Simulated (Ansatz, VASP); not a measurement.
CdS: VASP beside Ansatz

```xyz
2
Lattice="0.0000 2.9632 2.9632 2.9632 0.0000 2.9632 2.9632 2.9632 0.0000" Properties=species:S:1:pos:R:3 pbc="T T T"
Cd    0.0000    0.0000    0.0000
S     1.4816    1.4816    1.4816
```

Alike in both runs: task single point; functional PBE; k mesh 6 × 6 × 6; no spin polarisation.

|  | VASP | Ansatz |
| --- | --- | --- |
| version | VASP 6.6.1 | Ansatz 0.2.0 |
| potentials or method | VASP PAW PBE potentials, release 64 (Cd, S) | plane waves, PAW |
| plane-wave cutoff (eV) | 520 | 420 |
| occupations | gaussian, width 0.01 eV | fixed |
| valence electrons in the cell | 18 | 26 |

```csv
,VASP,Ansatz,Ansatz less VASP
gap on the k mesh at the Fermi level (eV),1.04,1.04,-0.002
pressure (GPa),0.3,0.0,-0.29
```

VASP's potentials hold 18 valence electrons a cell and Ansatz's 26, so a difference there can come from the potentials and not from the codes.
